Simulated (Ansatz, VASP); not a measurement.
One calculation of Na3WClO4, two programs

```
Na W Cl O
1.0
     7.51810    0.11277    0.00000
     0.11277    7.51810    0.00000
     0.00000    0.00000    5.36000
Na W Cl O
6 2 2 8
Direct
  0.50000 0.00000 0.35843
  0.00000 0.50000 0.64157
  0.75000 0.25000 0.00000
  0.25000 0.25000 0.00000
  0.25000 0.75000 0.00000
  0.75000 0.75000 0.00000
  0.00000 0.00000 0.50000
  0.50000 0.50000 0.50000
  0.50000 0.00000 0.84204
  0.00000 0.50000 0.15796
  0.80931 0.00153 0.29886
  0.50153 0.30931 0.29886
  0.19069 0.99847 0.29886
  0.49847 0.69069 0.29886
  0.30931 0.50153 0.70114
  0.99847 0.19069 0.70114
  0.69069 0.49847 0.70114
  0.00153 0.80931 0.70114
```

Change from the starting cell: xy shear strain of +3 %, ions relaxed.

Alike in both runs: functional PBE; k mesh 3 × 3 × 4; occupations fermi-dirac, width 0.02 eV; no spin polarisation.

Ansatz relaxed the structure, and its values are those at the end. VASP's run is a single point on that final structure, the one shown.

|  | VASP | Ansatz |
| --- | --- | --- |
| version | VASP 6.6.1 | Ansatz 0.2.0 |
| potentials or method | VASP PAW PBE potentials, release 64 (Na_pv, W_sv, Cl, O) | plane-wave PAW, scalar-relativistic |
| plane-wave cutoff (eV) | 520 | 420 |
| valence electrons in the cell | 132 | 144 |

```csv
,VASP,Ansatz,Ansatz less VASP
gap on the k mesh at the Fermi level (eV),4.63,4.63,+0.004
pressure (GPa),2.1,1.1,-0.94
rms of the force components (eV/Å),0.151,0.003,-0.1488
```

One of these differences is far larger than is usual between the two programs; its cause wasn't traced. VASP's potentials hold 132 valence electrons a cell and Ansatz's 144, so a difference there can come from the potentials and not from the codes. Ansatz's warnings: stress scf threshold loose.

Neither program's run includes spin-orbit coupling.
